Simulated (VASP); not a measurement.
# NbP (Imm2) in VASP: notebook, part 2 of 2

VASP 6.6.1. Earlier steps stand in the parts before.

## Step 5: Single point, PBE (uniaxial strain along a: -2.0 %)

INCAR reads:

```
PREC = Accurate
ENCUT = 520
EDIFF = 1E-6
ISMEAR = 0
SIGMA = 0.1
LREAL = False
LASPH = True
NELM = 100
ALGO = Normal
ISIF = 2
LWAVE = False
LCHARG = False
GGA = PE
NBANDS = 46
```

KPOINTS reads:

```
regular mesh
0
Gamma
  10 10 4
```

POSCAR reads:

```
NbP
1.0
    3.2801059073      0.0000000000      0.0000000000
    0.0000000000      3.3637820784      0.0000000000
    0.0000000000      0.0000000000     11.4851042928
Nb P
4 4
Direct
    0.5000000000      0.5000000000     -0.0003550605
    0.0000000000      0.5000000000      0.7500541567
    0.0000000000      0.0000000000      0.4996449395
    0.5000000000      0.0000000000      0.2500541567
    0.0000000000      0.0000000000      0.0825652160
    0.5000000000      0.0000000000      0.8329928378
    0.5000000000      0.5000000000      0.5825652160
    0.0000000000      0.5000000000      0.3329928378
```

Potentials or basis: VASP PAW PBE potentials, release 64 (Nb_sv, P).

Started as:

```
> cat potpaw_PBE.64/Nb_sv/POTCAR potpaw_PBE.64/P/POTCAR > POTCAR
> mpirun -np 1 vasp_std > vasp.out
```

OUTCAR:

```text
PREC = Accurate
   ENCUT = 520
   EDIFF = 1E-6
   ISMEAR = 0
   LREAL = False
   LASPH = True
   NELM = 100
   ISIF = 2
   GGA = PE

 ion  position               nearest neighbor table
   1  0.500  0.500  1.000-   5 2.53   5 2.53   5 2.53   5 2.53   6 2.55   6 2.55
   2  0.000  0.500  0.750-   7 2.53   7 2.53   6 2.53   6 2.53   6 2.53   6 2.53
   3  0.000  0.000  0.500-   7 2.53   7 2.53   7 2.53   7 2.53   8 2.55   8 2.55
   4  0.500  0.000  0.250-   5 2.53   5 2.53   8 2.53   8 2.53   8 2.53   8 2.53
   5  0.000  0.000  0.083-   4 2.53   4 2.53   1 2.53   1 2.53   1 2.53   1 2.53
   6  0.500  0.000  0.833-   2 2.53   2 2.53   2 2.53   2 2.53   1 2.55   1 2.55
   7  0.500  0.500  0.583-   2 2.53   2 2.53   3 2.53   3 2.53   3 2.53   3 2.53
   8  0.000  0.500  0.333-   4 2.53   4 2.53   4 2.53   4 2.53   3 2.55   3 2.55

  LATTYP: Found a simple orthorhombic cell.
 ALAT       =     3.2801059073
 B/A-ratio  =     1.0255102041
 C/A-ratio  =     3.5014431294

  Lattice vectors:

 A1 = (   3.2801059073,   0.0000000000,   0.0000000000)
 A2 = (   0.0000000000,   3.3637820784,   0.0000000000)
 A3 = (   0.0000000000,   0.0000000000,  11.4851042928)

Analysis of symmetry for initial positions (statically):
=====================================================================
 Subroutine PRICEL returns following result:

  LATTYP: Found a body centered orthorhombic cell.
 ALAT       =     3.2801059073
 B/A-ratio  =     1.0255102041
 C/A-ratio  =     3.5014431294

  Lattice vectors:

 A1 = (  -1.6400529537,   1.6818910392,   5.7425521464)
 A2 = (   1.6400529536,  -1.6818910392,   5.7425521464)
 A3 = (   1.6400529537,   1.6818910392,  -5.7425521464)

   2 primitive cells build up your supercell.

 Routine SETGRP: Setting up the symmetry group for a
 simple orthorhombic supercell.

 Subroutine GETGRP returns: Found  4 space group operations
 (whereof  4 operations were pure point group operations)
 out of a pool of  8 trial point group operations.

[... 154 lines left out ...]
   LORBIT       =      0    0 simple, 1 ext, 2 COOP (PROOUT), +10 PAW based schemes
   GGA     = PE    functional components
   LHFCALC =     F    Hartree Fock is set to
   AEXX    =    0.0000 exact exchange contribution
   IVDW    =     0    specifies the selected vdW correction
   LEPSILON=     F    determine dielectric tensor
   LRPA    =     F    only Hartree local field effects (RPA)
 non-spin polarized calculation
 Gauss-broadening in eV      SIGMA  =   0.10
  energy-cutoff  :      520.00
  volume of cell :      126.72
 maximum number of plane-waves:      3444
   NGX = 13   NGY = 13   NGZ = 43

 number of electron      71.9999989 magnetization

 Free energy of the ion-electron system (eV)
  ---------------------------------------------------
  ext. energy  EPLUGINS =         0.00000000
  ---------------------------------------------------
  free energy    TOTEN  =       -70.59392540 eV

  energy without entropy =      -70.58766454  energy(sigma->0) =      -70.59079497

 E-fermi :  10.7758     XC(G=0): -12.0674

 val. band max:       10.7708506092   @ k =   0.3000   0.0000   0.5000
 cond. band min:      10.7878387332   @ k =   0.5000   0.0000   0.5000
 fundamental gap:      0.0169881241
 Fermi energy:        10.7758010515

 k-point     1 :       0.0000    0.0000    0.0000
  band No.  band energies     occupation
      1     -44.1327      2.00000
      2     -44.1233      2.00000
      3     -44.0940      2.00000
      4     -44.0846      2.00000
      5     -20.4098      2.00000
      6     -20.2287      2.00000
[... 1165 lines left out ...]
     45      14.7484      0.00000
     46      14.7760      0.00000

 [... further k-points ...]

------------------------ aborting loop because EDIFF is reached ----------------------------------------

  FORCE on cell =-STRESS in cart. coord.  units (eV):
  Direction    XX          YY          ZZ          XY          YZ          ZX
  --------------------------------------------------------------------------------------
  -------------------------------------------------------------------------------------
  Total        3.9420616      0.3048269      0.2523434      0.0000000      0.0000000      0.0000000
  in kB       49.8406068      3.8540129      3.1904499      0.0000000      0.0000000      0.0000000
  external PRESSURE =      18.9616899 kB  Pullay stress =       0.0000000 kB

 VOLUME and BASIS-vectors are now :
 -----------------------------------------------------------------------------
  energy-cutoff  :      520.00
  volume of cell :      126.72
      direct lattice vectors                 reciprocal lattice vectors
     3.280105907  0.000000000  0.000000000     0.304868205  0.000000000  0.000000000
     0.000000000  3.363782078  0.000000000     0.000000000  0.297284419  0.000000000
     0.000000000  0.000000000 11.485104293     0.000000000  0.000000000  0.087069301

 POSITION                                       TOTAL-FORCE (eV/Angst)
 -----------------------------------------------------------------------------------
      1.64005      1.68189     11.48103         0.000000      0.000000     -0.076643
      0.00000      1.68189      8.61445        -0.000000     -0.000000      0.016560
      0.00000      0.00000      5.73847        -0.000000     -0.000000     -0.076643
      1.64005      0.00000      2.87190        -0.000000     -0.000000      0.016560
      0.00000      0.00000      0.94827        -0.000000     -0.000000     -0.007017
      1.64005      0.00000      9.56701        -0.000000     -0.000000      0.067101
      1.64005      1.68189      6.69082        -0.000000      0.000000     -0.007017
      0.00000      1.68189      3.82446        -0.000000     -0.000000      0.067101
 -----------------------------------------------------------------------------------
    total drift:                                0.000000     -0.000000      0.000371

  FREE ENERGIE OF THE ION-ELECTRON SYSTEM (eV)
  ---------------------------------------------------
  free  energy   TOTEN  =       -70.5939254004 eV

  energy  without entropy=      -70.5876645352  energy(sigma->0) =      -70.59079497
```

It took 25 min on 1 thread of AMD EPYC 7R13, shared host; peak memory 0.52 GiB.

What came out:

```
Free energy            : -70.5939 eV
Pressure               : 1.9 GPa
Largest force          : 0.077 eV/Å
Band gap on the k mesh : zero (band 36 reaches 10.91 eV, above the bottom of band 37 at 10.70 eV)
```

Forces on the atoms (eV/Å):
```
Nb   0.000  0.000 -0.077
Nb   0.000  0.000  0.017
Nb   0.000  0.000 -0.077
Nb   0.000  0.000  0.017
P    0.000  0.000 -0.007
P    0.000  0.000  0.067
P    0.000  0.000 -0.007
P    0.000  0.000  0.067
```

Caveat: the cell differs from its parent crystal (uniaxial strain along a: -2.0 %).

## Step 6: Summary

| cell | gap on the mesh (eV) | pressure (GPa) | largest force (eV/Å) |
| --- | --- | --- | --- |
| a = 3.414, b = 3.322, c = 11.370 Å, 8 atoms | none | -1.9 | - |
| a = 3.414, b = 3.330, c = 11.371 Å, 8 atoms | none | -2.4 | 0.08 |
| a = 3.247, b = 3.372, c = 11.514 Å, 8 atoms | none | 3.1 | 0.08 |
| a = 3.280, b = 3.364, c = 11.485 Å, 8 atoms | none | 1.9 | 0.08 |

Alike in all rows: task single point; level PBE; potentials or basis VASP PAW PBE potentials, release 64 (Nb_sv, P); no spin polarisation; k mesh 10 × 10 × 4; cutoff (eV) 520; smearing gaussian 0.1 eV.

Total energies depend on the potentials used, so only differences within one code and one set of settings carry meaning.
